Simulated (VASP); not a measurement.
# W (I4/mmm) in VASP: further runs, part 2 of 2

VASP 6.6.1.

**3. Single point, PBEsol (biaxial strain in the a-b plane: +2.0 %, then relaxed in part)**

INCAR

```
SYSTEM = W
  PREC = Accurate
  ENCUT = 520
  EDIFF = 1E-6
  ISMEAR = 0
  SIGMA = 0.1
  LREAL = .FALSE.
  LASPH = .TRUE.
  NELM = 60
  ALGO = Fast
  ISIF = 2
  LWAVE = .FALSE.
  LCHARG = .FALSE.
  GGA = PS
  NBANDS = 21
```

KPOINTS

```
regular mesh
0
G
  16 16 16
  0 0 0
```

POSCAR

```
W
1.0
    3.2174145348      0.0000000000      0.0000000000
    0.0000000000      3.2174145348      0.0000000000
    0.0000000000      0.0000000000      3.1059724970
W
2
Direct
    0.0000000000      0.0000000000      0.0000000000
    0.5000000000      0.5000000000      0.5000000000
```

Potentials or basis: VASP PAW PBE potentials, release 64 (W_sv).

Command:

```bash
cat potpaw_PBE.64/W_sv/POTCAR > POTCAR
mpirun -np 1 vasp_std > vasp.out
```

OUTCAR:

```text
SYSTEM = W
   PREC = Accurate
   ENCUT = 520
   EDIFF = 1E-6
   ISMEAR = 0
   LREAL = .FALSE.
   LASPH = .TRUE.
   NELM = 60
   ISIF = 2
   GGA = PS

 ion  position               nearest neighbor table
   1  0.000  0.000  0.000-   2 2.75   2 2.75   2 2.75   2 2.75   2 2.75   2 2.75   2 2.75   2 2.75

   2  0.500  0.500  0.500-   1 2.75   1 2.75   1 2.75   1 2.75   1 2.75   1 2.75   1 2.75   1 2.75

  LATTYP: Found a simple tetragonal cell.
 ALAT       =     3.2174145348
 C/A-ratio  =     0.9653628600

  Lattice vectors:

 A1 = (   3.2174145348,   0.0000000000,   0.0000000000)
 A2 = (   0.0000000000,   3.2174145348,   0.0000000000)
 A3 = (   0.0000000000,   0.0000000000,   3.1059724970)

Analysis of symmetry for initial positions (statically):
=====================================================================
 Subroutine PRICEL returns following result:

  LATTYP: Found a body centered tetragonal cell.
 ALAT       =     3.2174145348
 C/A-ratio  =     0.9653628600

  Lattice vectors:

 A1 = (  -1.6087072674,  -1.6087072674,  -1.5529862485)
 A2 = (   1.6087072674,   1.6087072674,  -1.5529862485)
 A3 = (   1.6087072674,  -1.6087072674,   1.5529862485)

   2 primitive cells build up your supercell.

 Routine SETGRP: Setting up the symmetry group for a
 simple tetragonal supercell.

 Subroutine GETGRP returns: Found 16 space group operations
 (whereof 16 operations were pure point group operations)
 out of a pool of 16 trial point group operations.

The static configuration has the point symmetry D_4h.

Analysis of symmetry for dynamics (positions and initial velocities):
=====================================================================
 Subroutine PRICEL returns following result:
[... 124 lines left out ...]
   ISIF   =      2    stress and relaxation
   ISYM   =      2    0-nonsym 1-usesym 2-fastsym
   POTIM  = 0.5000    time-step for ionic-motion
   TEBEG  =    0.0;   TEEND  =   0.0 temperature during run
   PSTRESS=    0.0 pullay stress
   NELECT =      28.0000    total number of electrons
   NUPDOWN=      -1.0000    fix difference up-down
   EMIN   =  10.00;   EMAX   =-10.00  energy-range for DOS
   EFERMI =   0.00;   METHOD = LEGACY
   ISMEAR =     0;   SIGMA  =   0.10  broadening in eV -4-tet -1-fermi 0-gaus
   EFERMI_NEDOS =   21; number of points for ismear=-14 and -15
   IALGO  =     68    algorithm
   IMIX   =      4    mixing-type and parameters
     AMIX     =   0.40;   BMIX     =  1.00
     AMIX_MAG =   1.60;   BMIX_MAG =  1.00
  volume/ion in A,a.u.               =      16.08       108.49
  Fermi-wavevector in a.u.,A,eV,Ry     =   1.563353  2.954308 33.253613  2.444072
  Thomas-Fermi vector in A             =   2.666136
   LORBIT       =      0    0 simple, 1 ext, 2 COOP (PROOUT), +10 PAW based schemes
   GGA     = PS    functional components
   LHFCALC =     F    Hartree Fock is set to
   AEXX    =    0.0000 exact exchange contribution
   IVDW    =     0    specifies the selected vdW correction
   LEPSILON=     F    determine dielectric tensor
   LRPA    =     F    only Hartree local field effects (RPA)
 non-spin polarized calculation
 RMM-DIIS sequential band-by-band and
 Gauss-broadening in eV      SIGMA  =   0.10
  energy-cutoff  :      520.00
  volume of cell :       32.15
 maximum number of plane-waves:       888
 NGX is ok and might be reduce to    24
   NGX = 11   NGY = 11   NGZ = 11

 number of electron      27.9999999 magnetization

 Free energy of the ion-electron system (eV)
  ---------------------------------------------------
  ext. energy  EPLUGINS =         0.00000000
  ---------------------------------------------------
  free energy    TOTEN  =       -27.56921515 eV

  energy without entropy =      -27.56394192  energy(sigma->0) =      -27.56657854

 E-fermi :  11.0800     XC(G=0): -13.6813

 val. band max:       11.0756132612   @ k =   0.1250   0.0625   0.1875
 cond. band min:      11.0806599579   @ k =   0.4375   0.0000   0.4375
 fundamental gap:      0.0050466967
 Fermi energy:        11.0799952202

 k-point     1 :       0.0000    0.0000    0.0000
  band No.  band energies     occupation
      1     -63.0923      2.00000
      2     -62.8722      2.00000
      3     -27.5691      2.00000
      4     -27.5691      2.00000
      5     -27.4667      2.00000
      6     -26.6766      2.00000
[... 565 lines left out ...]
     20      14.3193      0.00000
     21      24.7667      0.00000

 [... further k-points ...]
[... 5 lines left out ...]
  --------------------------------------------------------------------------------------
  -------------------------------------------------------------------------------------
  Total       -2.0763046     -2.0763046      0.1209047      0.0000000      0.0000000     -0.0000000
  in kB     -103.4641764   -103.4641764      6.0247923      0.0000000      0.0000000     -0.0000000
  external PRESSURE =     -66.9678535 kB  Pullay stress =       0.0000000 kB

 VOLUME and BASIS-vectors are now :
 -----------------------------------------------------------------------------
  energy-cutoff  :      520.00
  volume of cell :       32.15
      direct lattice vectors                 reciprocal lattice vectors
     3.217414535  0.000000000  0.000000000     0.310808567  0.000000000  0.000000000
     0.000000000  3.217414535  0.000000000     0.000000000  0.310808567  0.000000000
     0.000000000  0.000000000  3.105972497     0.000000000  0.000000000  0.321960353

 POSITION                                       TOTAL-FORCE (eV/Angst)
 -----------------------------------------------------------------------------------
      0.00000      0.00000      0.00000        -0.000000     -0.000000      0.000000
      1.60871      1.60871      1.55299         0.000000      0.000000     -0.000000
 -----------------------------------------------------------------------------------
    total drift:                                0.000000      0.000000     -0.000000

  FREE ENERGIE OF THE ION-ELECTRON SYSTEM (eV)
  ---------------------------------------------------
  free  energy   TOTEN  =       -27.5692151547 eV

  energy  without entropy=      -27.5639419187  energy(sigma->0) =      -27.56657854
```

Wall time 54 s (1 thread of Intel Xeon 6975P-C (Granite Rapids), shared host); peak memory 0.31 GiB.

Results:

```
Free energy            : -27.5692 eV
Pressure               : -6.7 GPa
Band gap on the k mesh : zero (band 14 reaches 11.82 eV, above the bottom of band 15 at 10.36 eV)
```

Caveat: the cell differs from its parent crystal (biaxial strain in the a-b plane: +2.0 %, then relaxed in part); the PAW data sets were made with another functional, which shifts forces and pressure a little; spin-orbit coupling is left out, which moves the levels of the heavy elements.

**4. Single point, PBEsol (biaxial strain in the a-b plane: +2.0 %)**

INCAR

```
ALGO = Fast ; EDIFF = 1E-6
ENCUT = 520 ; GGA = PS
ISIF = 2 ; ISMEAR = 0
LASPH = T ; LCHARG = T
LELF = T ; LREAL = F
LVHAR = T ; LWAVE = F
NBANDS = 21 ; NELM = 60
PREC = Accurate ; SIGMA = 0.1
```

KPOINTS

```
k-points
0
Gamma
  16 16 16
```

POSCAR: that of step 3 with these lines changed.

```diff
@@ -4,3 +4,3 @@
     0.0000000000      3.2174145348      0.0000000000
-    0.0000000000      0.0000000000      3.1059724970
+    0.0000000000      0.0000000000      3.1164760396
 W
```

Command:

```bash
cat potpaw_PBE.64/W_sv/POTCAR > POTCAR
mpirun -np 1 vasp_std > vasp.out
```

It took 55 s on 1 thread of Intel Xeon 6975P-C (Granite Rapids), shared host; peak memory 0.31 GiB.

Results (log left out):

* Free energy: -27.5690 eV
* Pressure: -7.7 GPa
* Band gap on the k mesh: zero (band 14 reaches 11.75 eV, above the bottom of band 15 at 10.33 eV)

Stress tensor (GPa, compression positive):
```
-10.95   0.00   0.00
  0.00 -10.95   0.00
  0.00   0.00  -1.27
```

Levels at points of the mesh, in eV from the Fermi level:
| k point | band 10 | band 11 | band 12 | band 13 | band 14 | band 15 | band 16 | band 17 | band 18 | band 19 |
| --- | --- | --- | --- | --- | --- | --- | --- | --- | --- | --- |
| (0.00, 0.00, 0.00) | -5.77 | -5.68 | -1.49 | -1.06 | -1.06 | 1.89 | 2.45 | 5.00 | 5.00 | 5.13 |
| (0.50, 0.00, 0.00) | -5.27 | -2.80 | -2.80 | -0.61 | -0.61 | -0.29 | -0.29 | 1.40 | 1.40 | 3.12 |
| (0.50, 0.50, 0.00) | -6.20 | -3.20 | -3.20 | 0.46 | 0.46 | 1.70 | 1.70 | 2.84 | 2.84 | 5.94 |
| (0.00, 0.00, 0.50) | -5.04 | -2.67 | -2.67 | -0.70 | -0.70 | -0.70 | -0.70 | 1.19 | 1.19 | 3.87 |
| (0.50, 0.00, 0.50) | -6.18 | -3.64 | -3.64 | 0.71 | 0.71 | 2.17 | 2.17 | 3.22 | 3.22 | 6.02 |
| (0.50, 0.50, 0.50) | -3.00 | -3.00 | -3.00 | -2.80 | -2.80 | 3.04 | 3.04 | 3.30 | 3.30 | 6.46 |

Caveat: the cell differs from its parent crystal (biaxial strain in the a-b plane: +2.0 %); the PAW data sets were made with another functional, which shifts forces and pressure a little; spin-orbit coupling is left out, which moves the levels of the heavy elements.

**5. Overview**

| cell | gap on the mesh (eV) | pressure (GPa) |
| --- | --- | --- |
| a = 3.186, b = 3.186, c = 3.135 Å, 2 atoms | none | -3.7 |
| a = 3.217, b = 3.217, c = 3.106 Å, 2 atoms | none | -6.7 |
| a = 3.217, b = 3.217, c = 3.116 Å, 2 atoms | none | -7.7 |

Alike in all rows: task single point; level PBEsol; potentials or basis VASP PAW PBE potentials, release 64 (W_sv); no spin polarisation; k mesh 16 × 16 × 16; cutoff (eV) 520; smearing gaussian 0.1 eV.

Caveats: the PAW data sets were made with another functional, which shifts forces and pressure a little; spin-orbit coupling is left out, which moves the levels of the heavy elements.

Total energies depend on the potentials used, so only differences within one code and one set of settings carry meaning.
